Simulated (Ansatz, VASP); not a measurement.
**Two plane-wave programs on Hf**

The input INCAR:

```
SYSTEM = Hf
PREC = Accurate
ENCUT = 520
EDIFF = 1E-7
ISMEAR = 0
SIGMA = 0.15
LREAL = .False.
LASPH = .True.
NELM = 60
ALGO = Normal
ISIF = 2
LWAVE = .False.
LCHARG = .False.
GGA = PS
NBANDS = 11
```

KPOINTS

```
Automatic mesh
0
Gamma
  18 18 18
  0 0 0
```

Contents of POSCAR:

```
Hf
1.0
   -1.7779250000      1.7779250000      1.7508500000
    1.7779250000     -1.7779250000      1.7508500000
    1.7779250000      1.7779250000     -1.7508500000
Hf
1
Direct
    0.0000000000      0.0000000000      0.0000000000
```

Input for Ansatz:

```yaml
crystal:
  lattice:
    - [-1.777925, 1.777925, 1.75085]
    - [1.777925, -1.777925, 1.75085]
    - [1.777925, 1.777925, -1.75085]
  atoms:
    - { symbol: Hf, position: [0.0, 0.0, 0.0] }
basis:
  ecutwfc: 420
kpoints:
  mp_grid: { grid: [18, 18, 18] }
hamiltonian:
  xc: pbesol
scf:
  occupations: { method: gaussian, width: 0.15 }
output:
  forces: true
  stress: true
  eigenvalues: true
```

Change from the starting cell: strain -0.015 along x and y, -0.030 along z, atoms carried along.

Alike in both runs: task single point; functional PBEsol; k mesh 18 × 18 × 18; occupations gaussian, width 0.15 eV; no spin polarisation.

|  | VASP | Ansatz |
| --- | --- | --- |
| version | VASP 6.6.1 | Ansatz 0.2.0 |
| potentials or method | VASP PAW PBE potentials, release 64 (Hf_pv), cutoff 520 eV | scalar-relativistic, plane waves, PAW |
| valence electrons in the cell | 10 | 26 |

```tsv
	VASP	Ansatz	Ansatz less VASP
gap on the k mesh at the Fermi level (eV)	none	none	-
pressure (GPa)	-4.2	-3.9	+0.28
traceless stress, the component that is largest in VASP (GPa)	-0.44	-0.42	+0.017
```

VASP's potentials were made for PBE, not for PBEsol. A gap of «none» marks a metal or a gap that the smearing closes. The functional is the same, so the differences come from potentials, cutoffs and numerics. VASP's potentials hold 10 valence electrons a cell and Ansatz's 26, so a difference there can come from the potentials and not from the codes.

Neither program's run includes spin-orbit coupling.
